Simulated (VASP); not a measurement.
# AgBr (Fm-3m) in VASP: further runs

The runs below take AgBr through single point, with PBE.

Program: VASP 6.6.1. These are calculated values, not measurements. Logs are shortened: lines on timing, memory, paths and dates and some standing lists are left out, and cuts for length are marked.

## 1. The cell of the first run

It takes space group Fm-3m (No. 225, cubic). The conventional cell has a = 5.724 Å, b = 5.724 Å, c = 5.724 Å, α = 90.00°, β = 90.00°, γ = 90.00°. Ag (site symmetry m-3m) has 6 Br at 2.86 Å within 3.8 Å. Br (site symmetry m-3m) has 6 Ag at 2.86 Å within 3.8 Å.

## 2. Single point, PBE (23.44 Å³/atom)

INCAR reads:

```
SYSTEM = AgBr
PREC = Accurate
ENCUT = 500
EDIFF = 1E-6
ISMEAR = 0
SIGMA = 0.01
LREAL = .False.
LASPH = .True.
NELM = 120
ALGO = Normal
ISIF = 2
LWAVE = .False.
LCHARG = .False.
GGA = PE
NBANDS = 16
GGA_COMPAT = .False.
```

KPOINTS reads:

```
regular mesh
0
Gamma
  6 6 6
  0 0 0
```

POSCAR reads:

```
AgBr
1.0
    0.0000000000      2.8620186354      2.8620186354
    2.8620186354      0.0000000000      2.8620186354
    2.8620186354      2.8620186354      0.0000000000
Ag Br
1 1
Direct
    0.0000000000      0.0000000000      0.0000000000
    0.5000000000      0.5000000000      0.5000000000
```

Potentials or basis: VASP PAW PBE potentials, release 64 (Ag, Br).

Run with:

```sh
cat potpaw_PBE.64/Ag/POTCAR potpaw_PBE.64/Br/POTCAR > POTCAR
mpirun -np 1 vasp_std > vasp.out
```

OUTCAR:

```text
SYSTEM = AgBr
   PREC = Accurate
   ENCUT = 500
   EDIFF = 1E-6
   ISMEAR = 0
   LREAL = .False.
   LASPH = .True.
   NELM = 120
   ISIF = 2
   GGA = PE

 ion  position               nearest neighbor table
   1  0.000  0.000  0.000-   2 2.86   2 2.86   2 2.86   2 2.86   2 2.86   2 2.86
   2  0.500  0.500  0.500-   1 2.86   1 2.86   1 2.86   1 2.86   1 2.86   1 2.86

  LATTYP: Found a face centered cubic cell.
 ALAT       =     5.7240372708

  Lattice vectors:

 A1 = (   0.0000000000,   2.8620186354,   2.8620186354)
 A2 = (   2.8620186354,   0.0000000000,   2.8620186354)
 A3 = (   2.8620186354,   2.8620186354,   0.0000000000)

Analysis of symmetry for initial positions (statically):
=====================================================================
 Subroutine PRICEL returns:
 Original cell was already a primitive cell.

 Routine SETGRP: Setting up the symmetry group for a
 face centered cubic supercell.

 Subroutine GETGRP returns: Found 48 space group operations
 (whereof 48 operations were pure point group operations)
 out of a pool of 48 trial point group operations.

The static configuration has the point symmetry O_h .

Analysis of symmetry for dynamics (positions and initial velocities):
=====================================================================
 Subroutine PRICEL returns:
 Original cell was already a primitive cell.

 Routine SETGRP: Setting up the symmetry group for a
 face centered cubic supercell.

 Subroutine GETGRP returns: Found 48 space group operations
 (whereof 48 operations were pure point group operations)
 out of a pool of 48 trial point group operations.

The dynamic configuration has the point symmetry O_h .

 Subroutine INISYM returns: Found 48 space group operations
 (whereof 48 operations are pure point group operations),
 and found     1 'primitive' translations

----------------------------------------------------------------------------------------

                                     Primitive cell

  volume of cell :      46.8865

  direct lattice vectors                    reciprocal lattice vectors
     0.000000000  2.862018635  2.862018635    -0.174701867  0.174701867  0.174701867
     2.862018635  0.000000000  2.862018635     0.174701867 -0.174701867  0.174701867
     2.862018635  2.862018635  0.000000000     0.174701867  0.174701867 -0.174701867

  length of vectors
     4.047505570  4.047505570  4.047505570     0.302592510  0.302592510  0.302592510

  position of ions in fractional coordinates (direct lattice)
     0.000000000  0.000000000  0.000000000
     0.500000000  0.500000000  0.500000000

[... 69 lines left out ...]
   EDIFFG = 0.1E-04   stopping-criterion for IOM
   NSW    =      0    number of steps for IOM
   IBRION =     -1    ionic relax: 0-MD 1-quasi-New 2-CG
   NFREE  =      0    steps in history (QN), initial steepest desc. (CG)
   ISIF   =      2    stress and relaxation
   ISYM   =      2    0-nonsym 1-usesym 2-fastsym
   POTIM  = 0.5000    time-step for ionic-motion
   TEBEG  =    0.0;   TEEND  =   0.0 temperature during run
   PSTRESS=    0.0 pullay stress
   NELECT =      18.0000    total number of electrons
   NUPDOWN=      -1.0000    fix difference up-down
   EMIN   =  10.00;   EMAX   =-10.00  energy-range for DOS
   EFERMI =   0.00;   METHOD = LEGACY
   ISMEAR =     0;   SIGMA  =   0.01  broadening in eV -4-tet -1-fermi 0-gaus
   EFERMI_NEDOS =   21; number of points for ismear=-14 and -15
   IALGO  =     38    algorithm
   IMIX   =      4    mixing-type and parameters
     AMIX     =   0.40;   BMIX     =  1.00
     AMIX_MAG =   1.60;   BMIX_MAG =  1.00
  volume/ion in A,a.u.               =      23.44       158.20
  Fermi-wavevector in a.u.,A,eV,Ry     =   1.189825  2.248444 19.261554  1.415684
  Thomas-Fermi vector in A             =   2.325924
   LORBIT       =      0    0 simple, 1 ext, 2 COOP (PROOUT), +10 PAW based schemes
   GGA     = PE    functional components
   LHFCALC =     F    Hartree Fock is set to
   AEXX    =    0.0000 exact exchange contribution
   IVDW    =     0    specifies the selected vdW correction
   LEPSILON=     F    determine dielectric tensor
   LRPA    =     F    only Hartree local field effects (RPA)
 non-spin polarized calculation
 Gauss-broadening in eV      SIGMA  =   0.01
  energy-cutoff  :      500.00
  volume of cell :       46.89
 maximum number of plane-waves:      1243
 NGX is ok and might be reduce to    30
   NGX = 15   NGY = 15   NGZ = 15

 number of electron      18.0000001 magnetization

 Free energy of the ion-electron system (eV)
  ---------------------------------------------------
  ext. energy  EPLUGINS =         0.00000000
  ---------------------------------------------------
  free energy    TOTEN  =        -4.97560672 eV

  energy without entropy =       -4.97560672  energy(sigma->0) =       -4.97560672

 E-fermi :   3.8094     XC(G=0):  -9.9037

 val. band max:        3.7280163436   @ k =   0.5000   0.0000   0.0000
 cond. band min:       4.3974200618   @ k =   0.0000   0.0000   0.0000
 fundamental gap:      0.6694037182
 Fermi energy:         3.8094218699

 k-point     1 :       0.0000    0.0000    0.0000
  band No.  band energies     occupation
      1     -11.4097      2.00000
      2       0.8924      2.00000
      3       0.8924      2.00000
      4       0.8924      2.00000
      5       0.8928      2.00000
      6       0.8928      2.00000
[... 281 lines left out ...]
      3      -0.3345      2.00000
      4      -0.0074      2.00000
      5       1.3123      2.00000
      6       1.3138      2.00000
[... 8 lines left out ...]
     15      17.4198      0.00000
     16      18.5863      0.00000

------------------------ aborting loop because EDIFF is reached ----------------------------------------

  FORCE on cell =-STRESS in cart. coord.  units (eV):
  Direction    XX          YY          ZZ          XY          YZ          ZX
  --------------------------------------------------------------------------------------
  -------------------------------------------------------------------------------------
  Total        0.8036234      0.8036234      0.8036234     -0.0000000      0.0000000     -0.0000000
  in kB       27.4609660     27.4609660     27.4609660     -0.0000000      0.0000000     -0.0000000
  external PRESSURE =      27.4609660 kB  Pullay stress =       0.0000000 kB

 VOLUME and BASIS-vectors are now :
 -----------------------------------------------------------------------------
  energy-cutoff  :      500.00
  volume of cell :       46.89
      direct lattice vectors                 reciprocal lattice vectors
     0.000000000  2.862018635  2.862018635    -0.174701867  0.174701867  0.174701867
     2.862018635  0.000000000  2.862018635     0.174701867 -0.174701867  0.174701867
     2.862018635  2.862018635  0.000000000     0.174701867  0.174701867 -0.174701867

 POSITION                                       TOTAL-FORCE (eV/Angst)
 -----------------------------------------------------------------------------------
      0.00000      0.00000      0.00000         0.000000      0.000000     -0.000000
      2.86202      2.86202      2.86202        -0.000000     -0.000000      0.000000
 -----------------------------------------------------------------------------------
    total drift:                               -0.000000      0.000000      0.000000

  FREE ENERGIE OF THE ION-ELECTRON SYSTEM (eV)
  ---------------------------------------------------
  free  energy   TOTEN  =        -4.9756067162 eV

  energy  without entropy=       -4.9756067162  energy(sigma->0) =       -4.97560672
```

stdout:

```text
POSCAR found type information on POSCAR AgBr
 POSCAR found :  2 types and       2 ions
 scaLAPACK will be used
 LDA part: xc-table for (Slater+PW92), standard interpolation
 POSCAR, INCAR and KPOINTS ok, starting setup
 FFT: planning ... GRIDC
 FFT: planning ... GRID_SOFT
 FFT: planning ... GRID
 WAVECAR not read
 entering main loop
```

It took 14 s on 1 thread of Intel Xeon 8259CL, shared host; peak memory 0.17 GiB.

What came out:

```
Free energy            : -4.9756 eV
Pressure               : 2.7 GPa
Band gap on the k mesh : 0.67 eV (least direct gap 2.63 eV)
```

Levels at points of the mesh, in eV from the valence-band top:
```tsv
k point	band 6	band 7	band 8	band 9	band 10	band 11	band 12	band 13
(0.00, 0.00, 0.00)	-2.84	-1.97	-1.97	-1.97	0.67	9.91	9.91	9.91
(0.50, 0.00, 0.00)	-2.52	-2.18	0.00	0.00	3.71	6.65	6.74	6.74
(0.50, 0.50, 0.00)	-2.67	-2.42	-2.42	-2.31	1.58	7.04	9.10	11.09
```

A k mesh can miss the band edges. A hybrid or GW would open this gap; PBE tends to underestimate it.

## 3. Single point, PBE (24.19 Å³/atom)

This run uses another cell than the first one, of 24.19 Å³/atom.

INCAR reads:

```
SYSTEM = AgBr
PREC     = Accurate       ! precision mode
ENCUT    = 500            ! plane-wave cutoff, eV
EDIFF    = 1E-6           ! SCF threshold, eV
ISMEAR   = 0              ! smearing method
SIGMA    = 0.01           ! smearing width, eV
LREAL    = .FALSE.        ! projectors in reciprocal space
LASPH    = .TRUE.         ! aspherical terms in the spheres
NELM     = 120            ! most SCF steps
ALGO     = Normal         ! electronic algorithm
ISIF     = 2              ! what is computed and relaxed
LWAVE    = .FALSE.        ! write WAVECAR
LCHARG   = .FALSE.        ! write CHGCAR
GGA      = PE             ! functional
NBANDS   = 16             ! bands
GGA_COMPAT= .FALSE.
```

KPOINTS reads:

```
Automatic mesh
0
G
  6 6 6
  0 0 0
```

POSCAR reads:

```
AgBr
1.0
    0.0000000000      2.8921473614      2.8921473614
    2.8921473614      0.0000000000      2.8921473614
    2.8921473614      2.8921473614      0.0000000000
Ag Br
1 1
Direct
    0.0000000000      0.0000000000      0.0000000000
    0.5000000000      0.5000000000      0.5000000000
```

Potentials or basis: VASP PAW PBE potentials, release 64 (Ag, Br).

Run with:

```sh
cat potpaw_PBE.64/Ag/POTCAR potpaw_PBE.64/Br/POTCAR > POTCAR
mpirun -np 1 vasp_std > vasp.out
```

It took 16 s on 1 thread of Intel Xeon 8259CL, shared host; peak memory 0.17 GiB.

The run converged. Its results:

```
Free energy            : -4.9940 eV
Pressure               : 1.2 GPa
Band gap on the k mesh : 0.68 eV (least direct gap 2.53 eV)
```

Levels at points of the mesh, in eV from the valence-band top:
| k point | band 7 | band 8 | band 9 | band 10 | band 11 | band 12 |
| --- | --- | --- | --- | --- | --- | --- |
| (0.00, 0.00, 0.00) | -1.85 | -1.85 | -1.85 | 0.68 | 9.92 | 9.92 |
| (0.50, 0.00, 0.00) | -2.08 | 0.00 | 0.00 | 3.80 | 6.46 | 6.81 |
| (0.50, 0.50, 0.00) | -2.31 | -2.31 | -2.23 | 1.65 | 7.10 | 8.97 |

A k mesh can miss the band edges. As with any semilocal functional, this PBE gap is likely too small.

(Continued in part 2 of 2.)
